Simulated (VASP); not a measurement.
Runs of VASP 6.6.1 on In. The structure is that of space group P6/mmm (No. 191), or close to it. The cells are those of the table. This isn't the form of In at room conditions, which is tetragonal.

```csv
task,cell,k mesh,cutoff (eV),gap on the mesh (eV),pressure (GPa)
single point,"a = 5.441, b = 5.441, c = 3.379 Å, angles 90.0, 90.0, 120.0°, 3 atoms",8 × 8 × 11,520,none,(a)
single point,"a = 5.292, b = 5.292, c = 3.286 Å, angles 90.0, 90.0, 120.0°, 3 atoms",8 × 8 × 11,520,none,3.2
single point,"a = 5.441, b = 5.441, c = 3.379 Å, angles 90.0, 90.0, 120.0°, 3 atoms",7 × 7 × 10,520,none,0.0
relaxation of cell and atoms,"relaxed from a = 5.286, b = 5.286, c = 3.241 Å, angles 90.0, 90.0, 120.0°, 3 atoms",7 × 7 × 10,600,none,0.0
single point,"a = 5.513, b = 5.513, c = 3.423 Å, angles 90.0, 90.0, 120.0°, 3 atoms",8 × 8 × 11,520,none,-1.0
```

Alike in all rows: level revPBE; potentials or basis VASP PAW PBE potentials, release 64 (In_d); no spin polarisation; smearing fermi-dirac 0.1 eV.

Question: Estimate the missing entries.

Answer: (a) 0.1.

Caveats: the PAW data sets were made with another functional, which shifts forces and pressure a little; spin-orbit coupling is left out, which moves the levels of the heavy elements; the cell stands under pressure (at least some runs).

A k mesh can miss the band edges, and the runs leave out spin-orbit coupling on In.

A gap of «none» marks levels without a gap at the run's occupations.
